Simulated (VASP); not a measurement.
Write the native input for VASP 6.6.1 that does the following.

```
Task                   : single point
Functional             : PBE
Potentials or basis    : VASP PAW PBE potentials, release 64 (Sb)
Cutoff                 : 500 eV
k mesh                 : 16 × 16 × 16
Occupations            : fermi-dirac, width 0.1 eV
Spin                   : no spin polarisation
Dipole correction      : no
Further INCAR settings : ALGO = Normal; EDIFF = 1e-06; NBANDS = 8
```

The structure of Sb lies in POSCAR:

```
Sb
1.0
   -1.5050765592      1.5050765592      1.5050765592
    1.5050765592     -1.5050765592      1.5050765592
    1.5050765592      1.5050765592     -1.5050765592
Sb
1
Direct
    0.0000000000      0.0000000000      0.0000000000
```

This cell differs from its parent crystal: volume scaled by 0.5.

One way to write it, as run:

INCAR

```
ALGO = Normal
EDIFF = 1E-6
ENCUT = 500
GGA = PE
GGA_COMPAT = False
ISIF = 2
ISMEAR = -1
LASPH = True
LCHARG = True
LELF = True
LREAL = False
LVHAR = True
LWAVE = False
NBANDS = 8
NELM = 120
PREC = Accurate
SIGMA = 0.1
```

KPOINTS

```
k-points
0
Gamma
  16 16 16
```

Potentials or basis: VASP PAW PBE potentials, release 64 (Sb).

Run with:

```console
$ cat potpaw_PBE.64/Sb/POTCAR > POTCAR
$ mpirun -np 1 vasp_std > vasp.out
```

It gave:

| Property | Result |
| --- | --- |
| Pressure | 208.7 GPa |

It took 10 s on 1 thread of Intel(R) Xeon(R) Platinum 8259CL CPU @ 2.50GHz (Skylake/Cascade Lake), on a shared host, peak memory 0.14 GiB.
